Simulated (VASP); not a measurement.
# Si2W: electric field gradients with PBEsol

The system is Si2W.

```
Si W
1.0
    -1.60690    1.60690    3.91495
     1.60690   -1.60690    3.91495
     1.60690    1.60690   -3.91495
Si W
2 1
Direct
  0.33439 0.33439 0.00000
  0.66561 0.66561 0.00000
  0.00000 0.00000 0.00000
```

```json
{
 "Program": "VASP 6.6.1",
 "Task": "electric field gradients",
 "Functional": "PBEsol",
 "Potentials or basis": "VASP PAW PBE potentials, release 64 (Si, W_sv)",
 "Cutoff": "520 eV",
 "k mesh": "20 × 20 × 20",
 "Occupations": "fermi-dirac, width 0.05 eV",
 "Spin": "no spin polarisation",
 "Dipole correction": "no",
 "Further INCAR settings": "ALGO = Normal; EDIFF = 1e-08; NBANDS = 18"
}
```

```
Pressure                                : -1.7 GPa
Largest force                           : 0.040 eV/Å
Band gap on the k mesh                  : zero (bands 11 and 12 overlap by 1.31 eV)
Largest electric field gradient by atom : Si -9.8; W -142.5 V/Å²
```

Forces in eV/Å, atoms in the order of the input:
```
Si   0.000  0.000  0.040
Si   0.000  0.000 -0.040
W    0.000  0.000  0.000
```

Stress tensor (GPa, compression positive):
```
-1.82  0.00  0.00
 0.00 -1.82  0.00
 0.00  0.00 -1.44
```

Levels at points of the mesh, in eV from the Fermi level:
```
           k point  band 9  band 10  band 11  band 12  band 13  band 14
(0.00, 0.00, 0.00)   -2.83    -2.83     0.63     2.77     2.91     3.12
(0.50, 0.00, 0.00)   -2.77    -2.76    -0.43     2.70     2.81     3.98
(0.50, 0.50, 0.00)   -5.01    -3.24    -1.73     2.82     2.97     3.13
(0.50, 0.50, 0.50)   -0.82    -0.82    -0.49    -0.49     0.81     4.53
```

Electric field gradients, principal values (V/Å²):
```csv
atom,least,middle,greatest (by size)
1 Si,4.886,4.886,-9.771
2 Si,4.886,4.886,-9.771
3 W,71.260,71.261,-142.521
```

It took 9.7 min on 1 thread of Intel Xeon 8259CL, with other jobs on the host, peak memory 0.56 GiB.

Caveat: without QUAD_EFG the Cq values of the log hold for a quadrupole moment of 1 mb, not for the nuclei; the PAW data sets were made with another functional, which shifts forces and pressure a little; spin-orbit coupling is left out, which moves the levels of the heavy elements.
